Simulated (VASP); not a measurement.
# AlN (P6_3mc) in VASP: further runs

Runs on AlN. Level: revPBE. Tasks: single point.

Everything below comes from runs of VASP 6.6.1. Logs are shortened: lines on timing, memory, paths and dates and some standing lists are left out, and cuts for length are marked.

## 1. The cell of the first run

The structure is hexagonal, space group P6_3mc (No. 186). The conventional cell has a = 3.093 Å, b = 3.093 Å, c = 5.047 Å, α = 90.00°, β = 90.00°, γ = 120.00°. Al (site symmetry 3m) has 4 N at 1.89 to 1.92 Å within 2.5 Å. N (site symmetry 3m) has 4 Al at 1.89 to 1.92 Å within 2.5 Å.

## 2. Single point, revPBE

File INCAR:

```
PREC = Accurate
ENCUT = 600
EDIFF = 1E-6
ISMEAR = -1
SIGMA = 0.05
LREAL = False
LASPH = True
NELM = 120
ALGO = Normal
ISIF = 2
LWAVE = False
LCHARG = True
GGA = RE
LELF = True
LVHAR = True
NBANDS = 16
GGA_COMPAT = False
```

File KPOINTS:

```
Automatic mesh
0
Gamma
  7 7 4
```

File POSCAR:

```
AlN
1.0
    3.0925191439      0.0000000000      0.0000000000
   -1.5462595720      2.6782000589      0.0000000000
    0.0000000000      0.0000000000      5.0471939007
Al N
2 2
Direct
    0.3333333333      0.6666666667      0.0000000000
    0.6666666667      0.3333333333      0.5000000000
    0.3333333333      0.6666666667      0.3800000000
    0.6666666667      0.3333333333      0.8800000000
```

Potentials or basis: VASP PAW PBE potentials, release 64 (Al, N).

The run is started by

```bash
$ cat potpaw_PBE.64/Al/POTCAR potpaw_PBE.64/N/POTCAR > POTCAR
$ mpirun -np 1 vasp_std > vasp.out
```

OUTCAR:

```text
PREC = Accurate
   ENCUT = 600
   EDIFF = 1E-6
   ISMEAR = -1
   LREAL = False
   LASPH = True
   NELM = 120
   ISIF = 2
   GGA = RE

 ion  position               nearest neighbor table
   1  0.333  0.667  0.000-   4 1.89   4 1.89   4 1.89   3 1.92   2 3.09   2 3.09   2 3.09   2 3.09
                             2 3.09   2 3.09
   2  0.667  0.333  0.500-   3 1.89   3 1.89   3 1.89   4 1.92   1 3.09   1 3.09   1 3.09   1 3.09
                             1 3.09   1 3.09
   3  0.333  0.667  0.380-   2 1.89   2 1.89   2 1.89   1 1.92
   4  0.667  0.333  0.880-   1 1.89   1 1.89   1 1.89   2 1.92

  LATTYP: Found a hexagonal cell.
 ALAT       =     3.0925191439
 C/A-ratio  =     1.6320655316

  Lattice vectors:

 A1 = (   3.0925191439,   0.0000000000,   0.0000000000)
 A2 = (  -1.5462595720,   2.6782000589,   0.0000000000)
 A3 = (   0.0000000000,   0.0000000000,   5.0471939007)

Analysis of symmetry for initial positions (statically):
=====================================================================
 Subroutine PRICEL returns:
 Original cell was already a primitive cell.

 Routine SETGRP: Setting up the symmetry group for a
 hexagonal supercell.

 Subroutine GETGRP returns: Found 12 space group operations
 (whereof  6 operations were pure point group operations)
 out of a pool of 24 trial point group operations.

The static configuration has the point symmetry C_3v.
 The point group associated with its full space group is C_6v.

Analysis of symmetry for dynamics (positions and initial velocities):
=====================================================================
 Subroutine PRICEL returns:
 Original cell was already a primitive cell.

 Routine SETGRP: Setting up the symmetry group for a
 hexagonal supercell.

 Subroutine GETGRP returns: Found 12 space group operations
 (whereof  6 operations were pure point group operations)
 out of a pool of 24 trial point group operations.

The dynamic configuration has the point symmetry C_3v.
 The point group associated with its full space group is C_6v.

 Subroutine INISYM returns: Found 12 space group operations
 (whereof  6 operations are pure point group operations),
 and found     1 'primitive' translations

----------------------------------------------------------------------------------------

                                     Primitive cell

[... 93 lines left out ...]
   EDIFF  = 0.1E-05   stopping-criterion for ELM
   LREAL  =      F    real-space projection
   EDIFFG = 0.1E-04   stopping-criterion for IOM
   NSW    =      0    number of steps for IOM
   IBRION =     -1    ionic relax: 0-MD 1-quasi-New 2-CG
   NFREE  =      0    steps in history (QN), initial steepest desc. (CG)
   ISIF   =      2    stress and relaxation
   ISYM   =      2    0-nonsym 1-usesym 2-fastsym
   POTIM  = 0.5000    time-step for ionic-motion
   TEBEG  =    0.0;   TEEND  =   0.0 temperature during run
   PSTRESS=    0.0 pullay stress
   NELECT =      16.0000    total number of electrons
   NUPDOWN=      -1.0000    fix difference up-down
   EMIN   =  10.00;   EMAX   =-10.00  energy-range for DOS
   EFERMI =   0.00;   METHOD = LEGACY
   ISMEAR =    -1;   SIGMA  =   0.05  broadening in eV -4-tet -1-fermi 0-gaus
   EFERMI_NEDOS =   21; number of points for ismear=-14 and -15
   IALGO  =     38    algorithm
   IMIX   =      4    mixing-type and parameters
     AMIX     =   0.40;   BMIX     =  1.00
     AMIX_MAG =   1.60;   BMIX_MAG =  1.00
  volume/ion in A,a.u.               =      10.45        70.52
  Fermi-wavevector in a.u.,A,eV,Ry     =   1.188629  2.246183 19.222843  1.412839
  Thomas-Fermi vector in A             =   2.324754
   LORBIT       =      0    0 simple, 1 ext, 2 COOP (PROOUT), +10 PAW based schemes
   GGA     = RE    functional components
   LHFCALC =     F    Hartree Fock is set to
   AEXX    =    0.0000 exact exchange contribution
   IVDW    =     0    specifies the selected vdW correction
   LEPSILON=     F    determine dielectric tensor
   LRPA    =     F    only Hartree local field effects (RPA)
 non-spin polarized calculation
  energy-cutoff  :      600.00
  volume of cell :       41.80
 maximum number of plane-waves:      1410
 NGX is ok and might be reduce to    28

 number of electron      15.9999999 magnetization

 Free energy of the ion-electron system (eV)
  ---------------------------------------------------
  ext. energy  EPLUGINS =         0.00000000
  ---------------------------------------------------
  free energy    TOTEN  =       -28.54719581 eV

  energy without entropy =      -28.54719581  energy(sigma->0) =      -28.54719581

 E-fermi :   7.2144     XC(G=0): -10.8144

 val. band max:        6.1405652007   @ k =   0.0000   0.0000   0.0000
 cond. band min:      10.4391494390   @ k =   0.0000   0.0000   0.0000
 fundamental gap:      4.2985842383
 Fermi energy:         7.2144455674

 k-point     1 :       0.0000    0.0000    0.0000
  band No.  band energies     occupation
      1      -8.9823      2.00000
      2      -6.9382      2.00000
      3       0.2032      2.00000
      4       5.4554      2.00000
      5       5.4554      2.00000
      6       6.0508      2.00000
[... 433 lines left out ...]
      3       1.3286      2.00000
      4       1.3286      2.00000
      5       2.7814      2.00000
      6       2.7814      2.00000
[... 8 lines left out ...]
     15      19.7902      0.00000
     16      19.7902      0.00000

------------------------ aborting loop because EDIFF is reached ----------------------------------------

  FORCE on cell =-STRESS in cart. coord.  units (eV):
  Direction    XX          YY          ZZ          XY          YZ          ZX
  --------------------------------------------------------------------------------------
  -------------------------------------------------------------------------------------
  Total        2.1513994      2.1513992      0.4253393     -0.0000000      0.0000000      0.0000000
  in kB       82.4567504     82.4567453     16.3019917     -0.0000000      0.0000000      0.0000000
  external PRESSURE =      60.4051625 kB  Pullay stress =       0.0000000 kB

 VOLUME and BASIS-vectors are now :
 -----------------------------------------------------------------------------
  energy-cutoff  :      600.00
  volume of cell :       41.80
      direct lattice vectors                 reciprocal lattice vectors
     3.092519144  0.000000000  0.000000000     0.323360973  0.186692551  0.000000000
    -1.546259572  2.678200059  0.000000000     0.000000000  0.373385101  0.000000000
     0.000000000  0.000000000  5.047193901     0.000000000  0.000000000  0.198129895

 POSITION                                       TOTAL-FORCE (eV/Angst)
 -----------------------------------------------------------------------------------
     -0.00000      1.78547      0.00000         0.000000     -0.000000      0.099124
      1.54626      0.89273      2.52360        -0.000000      0.000000      0.099124
     -0.00000      1.78547      1.91793        -0.000000     -0.000000     -0.099124
      1.54626      0.89273      4.44153         0.000000      0.000000     -0.099124
 -----------------------------------------------------------------------------------
    total drift:                               -0.000000      0.000000     -0.000695

  FREE ENERGIE OF THE ION-ELECTRON SYSTEM (eV)
  ---------------------------------------------------
  free  energy   TOTEN  =       -28.5471958129 eV

  energy  without entropy=      -28.5471958128  energy(sigma->0) =      -28.54719581
```

Run time: 10 s. Hardware: 1 thread of Intel Xeon Platinum 8559C (Emerald Rapids), shared host; peak memory 0.17 GiB.

Results:

```
Free energy            : -28.5472 eV
Pressure               : 6.0 GPa
Largest force          : 0.099 eV/Å
Band gap on the k mesh : 4.30 eV, direct
```

Forces in eV/Å, atoms in the order of the input:
```
Al   0.000  0.000  0.099
Al   0.000  0.000  0.099
N    0.000  0.000 -0.099
N    0.000  0.000 -0.099
```

Levels at points of the mesh, in eV from the valence-band top:
```
           k point  band 4  band 5  band 6  band 7  band 8  band 9  band 10  band 11  band 12  band 13
(0.00, 0.00, 0.00)   -0.69   -0.69   -0.09   -0.09    0.00    4.30     6.99    10.64    11.49    11.49
(0.00, 0.00, 0.50)   -3.32   -0.40   -0.40   -0.40   -0.40    6.66     6.66    10.40    10.40    11.80
```

Caveat: the PAW data sets were made with another functional, which shifts forces and pressure a little.

## 3. Single point, revPBE

INCAR is that of step 2.

File KPOINTS:

```
regular mesh
0
Gamma
  7 7 4
```

File POSCAR:

```
AlN
1.0
    3.0725668520      0.0000000000      0.0000000000
   -1.5362834260      2.6609208678      0.0000000000
    0.0000000000      0.0000000000      5.1129565402
Al N
2 2
Direct
    0.3333333333      0.6666666667      0.0000000000
    0.6666666667      0.3333333333      0.5000000000
    0.3333333333      0.6666666667      0.3800000000
    0.6666666667      0.3333333333      0.8800000000
```

Potentials or basis: VASP PAW PBE potentials, release 64 (Al, N).

The run is started by

```bash
$ cat potpaw_PBE.64/Al/POTCAR potpaw_PBE.64/N/POTCAR > POTCAR
$ mpirun -np 1 vasp_std > vasp.out
```

Run time: 11 s. Hardware: 1 thread of Intel Xeon Platinum 8559C (Emerald Rapids), shared host; peak memory 0.17 GiB.

The run converged. Its results:

```yaml
Free_energy: -28.5116 eV
Pressure: 6.4 GPa
Largest_force: 0.293 eV/Å
Band_gap_on_the_k_mesh: 4.32 eV, direct
```

Forces in eV/Å, atoms in the order of the input:
```
Al   0.000  0.000  0.293
Al   0.000  0.000  0.293
N    0.000  0.000 -0.293
N    0.000  0.000 -0.293
```

Stress tensor (GPa, compression positive):
```
11.24  0.00  0.00
 0.00 11.24  0.00
 0.00  0.00 -3.20
```

Levels at points of the mesh, in eV from the valence-band top:
```
           k point  band 5  band 6  band 7  band 8  band 9  band 10  band 11  band 12
(0.00, 0.00, 0.00)   -0.55   -0.01    0.00    0.00    4.32     7.25    10.60    11.74
(0.00, 0.00, 0.50)   -0.28   -0.28   -0.28   -0.28    6.79     6.79    10.38    10.38
```

Caveat: the PAW data sets were made with another functional, which shifts forces and pressure a little.

## 4. Single point, revPBE

This run uses another cell than the first one, of the same volume but with other edges.

File INCAR:

```
PREC = Accurate ; ENCUT = 600
EDIFF = 1E-6 ; ISMEAR = -1
SIGMA = 0.05 ; LREAL = False
LASPH = True ; NELM = 120
ALGO = Normal ; ISIF = 2
LWAVE = False ; LCHARG = False
GGA = RE ; NBANDS = 16
GGA_COMPAT = False
```

KPOINTS is that of step 3.

File POSCAR:

```
AlN
1.0
    3.0531197054      0.0000000000      0.0000000000
   -1.5265598527      2.6440791453      0.0000000000
    0.0000000000      0.0000000000      5.1782989424
Al N
2 2
Direct
    0.3333333333      0.6666666667      0.0000000000
    0.6666666667      0.3333333333      0.5000000000
    0.3333333333      0.6666666667      0.3800000000
    0.6666666667      0.3333333333      0.8800000000
```

The run is started by

```bash
$ cat potpaw_PBE.64/Al/POTCAR potpaw_PBE.64/N/POTCAR > POTCAR
$ mpirun -np 1 vasp_std > vasp.out
```

It took 7.4 s on 1 thread of Intel Xeon Platinum 8559C (Emerald Rapids), shared host; peak memory 0.16 GiB.

It converged, with:

* Free energy: -28.4512 eV
* Pressure: 7.0 GPa
* Largest force: 0.452 eV/Å
* Band gap on the k mesh: 4.23 eV, direct

Forces in eV/Å, atoms in the order of the input:
```
Al   0.000  0.000  0.452
Al   0.000  0.000  0.452
N    0.000  0.000 -0.452
N    0.000  0.000 -0.452
```

Stress tensor (GPa, compression positive):
```
14.31  0.00  0.00
 0.00 14.31  0.00
 0.00  0.00 -7.66
```

Levels at points of the mesh, in eV from the valence-band top:
```
           k point  band 4  band 5  band 6  band 7  band 8  band 9  band 10  band 11  band 12  band 13
(0.00, 0.00, 0.00)   -0.50   -0.50   -0.11    0.00    0.00    4.23     7.41    10.47    11.90    11.90
(0.00, 0.00, 0.50)   -3.46   -0.26   -0.26   -0.26   -0.26    6.81     6.81    10.28    10.28    12.21
```

Caveat: the PAW data sets were made with another functional, which shifts forces and pressure a little. As with any semilocal functional, this revPBE gap is likely too small.

## 5. Summary

| cell | gap on the mesh (eV) | pressure (GPa) | largest force (eV/Å) |
| --- | --- | --- | --- |
| a = 3.093, b = 3.093, c = 5.047 Å, angles 90.0, 90.0, 120.0°, 4 atoms | 4.30 | 6.0 | 0.10 |
| a = 3.073, b = 3.073, c = 5.113 Å, angles 90.0, 90.0, 120.0°, 4 atoms | 4.32 | 6.4 | 0.29 |
| a = 3.053, b = 3.053, c = 5.178 Å, angles 90.0, 90.0, 120.0°, 4 atoms | 4.23 | 7.0 | 0.45 |

Alike in all rows: task single point; level revPBE; potentials or basis VASP PAW PBE potentials, release 64 (Al, N); no spin polarisation; k mesh 7 × 7 × 4; cutoff (eV) 600; smearing fermi-dirac 0.05 eV.

Caveats: the PAW data sets were made with another functional, which shifts forces and pressure a little.

Absolute energies hang on the potentials; compare differences alone.
